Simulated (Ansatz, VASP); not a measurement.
# ZrC: VASP beside Ansatz

INCAR

```
  PREC = Accurate
  ENCUT = 520
  EDIFF = 1E-6
  ISMEAR = -1
  SIGMA = 0.05
  LREAL = False
  LASPH = True
  NELM = 100
  ALGO = Normal
  ISIF = 2
  LWAVE = False
  LCHARG = False
  GGA = PE
  NBANDS = 15
```

The input KPOINTS:

```
regular mesh
0
Gamma
  15 15 15
```

POSCAR

```
ZrC
1.0
    0.0000000000      2.3184465117      2.3184465117
    2.3184465117      0.0000000000      2.3184465117
    2.3184465117      2.3184465117      0.0000000000
Zr C
1 1
Direct
    0.5000000000      0.5000000000      0.5000000000
    0.0000000000      0.0000000000      0.0000000000
```

Input for Ansatz:

```yaml
crystal:
  lattice:
    - [0.0, 2.3184465117, 2.3184465117]
    - [2.3184465117, 0.0, 2.3184465117]
    - [2.3184465117, 2.3184465117, 0.0]
  atoms:
    - { symbol: Zr, position: [0.5, 0.5, 0.5] }
    - { symbol: C, position: [0.0, 0.0, 0.0] }
kpoints:
  mp_grid: { grid: [15, 15, 15] }
  band_path:
    path:
      - [0.0, 0.0, 0.0]
      - [0.5, 0.0, 0.5]
      - [0.625, 0.25, 0.625]
      - [0.375, 0.375, 0.75]
      - [0.0, 0.0, 0.0]
      - [0.5, 0.5, 0.5]
      - [0.5, 0.25, 0.75]
      - [0.5, 0.0, 0.5]
    npoints: 5
scf:
  occupations: { method: fermi_dirac, width: 0.05 }
hamiltonian:
  xc: pbe
  pseudopotentials: { kind: all_electron, lapw: { basis_error: 0.00025 } }
output:
  forces: true
  stress: true
  eigenvalues: true
```

Change from the starting cell: volume scaled by 0.96.

Alike in both runs: task single point; functional PBE; k mesh 15 × 15 × 15; occupations fermi-dirac, width 0.05 eV; no spin polarisation.

|  | VASP | Ansatz |
| --- | --- | --- |
| version | VASP 6.6.1 | Ansatz 0.2.0 |
| potentials or method | VASP PAW PBE potentials, release 64 (Zr_sv, C), cutoff 520 eV | all-electron LAPW, scalar-relativistic |

```csv
,VASP,Ansatz,Ansatz less VASP
pressure (GPa),11.5,11.3,-0.22
```

Ansatz ran all-electron here, and VASP with PAW potentials.
